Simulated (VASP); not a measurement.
**Rb: single point with PBE**

Rb:

```
Rb
1.0
    -2.86724    2.83010    2.60258
     2.86724   -2.83010    2.60258
     2.86724    2.83010   -2.60258
Rb
1
Direct
  0.00000 0.00000 0.00000
```

This cell differs from its parent crystal: strained.

```yaml
Program: VASP 6.6.1
Task: single point
Functional: PBE
Potentials_or_basis: VASP PAW PBE potentials, release 64 (Rb_sv)
Cutoff: 520 eV
k_mesh: 10 × 10 × 10
Occupations: gaussian, width 0.1 eV
Spin: no spin polarisation
Dipole_correction: no
Further_INCAR_settings: ALGO = Fast; EDIFF = 1e-07; NBANDS = 10
```

| Property | Result |
| --- | --- |
| Pressure | 0.3 GPa |

Levels at points of the mesh, in eV from the Fermi level:
| k point | band 1 | band 2 | band 3 | band 4 | band 5 | band 6 | band 7 | band 8 | band 9 | band 10 |
| --- | --- | --- | --- | --- | --- | --- | --- | --- | --- | --- |
| (0.00, 0.00, 0.00) | -28.86 | -12.89 | -12.89 | -12.89 | -2.06 | 3.45 | 3.92 | 3.98 | 4.40 | 5.09 |
| (0.50, 0.00, 0.00) | -28.85 | -13.01 | -12.93 | -12.90 | 0.30 | 0.95 | 2.42 | 4.51 | 5.23 | 5.67 |
| (0.00, 0.50, 0.00) | -28.85 | -13.01 | -12.93 | -12.90 | 0.28 | 0.92 | 2.49 | 4.44 | 5.28 | 5.64 |
| (0.50, 0.50, 0.00) | -28.85 | -13.01 | -12.92 | -12.89 | 0.13 | 0.71 | 2.98 | 4.17 | 5.16 | 5.69 |
| (0.50, 0.50, 0.50) | -28.85 | -12.99 | -12.98 | -12.96 | 1.09 | 1.33 | 3.10 | 3.22 | 4.11 | 5.24 |

Run time: 91 s on 1 thread of Intel(R) Xeon(R) Platinum 8375C CPU @ 2.90GHz (Ice Lake), on a shared host, peak memory 0.3 GiB.

Caveat: the cell differs from its parent crystal (strained).
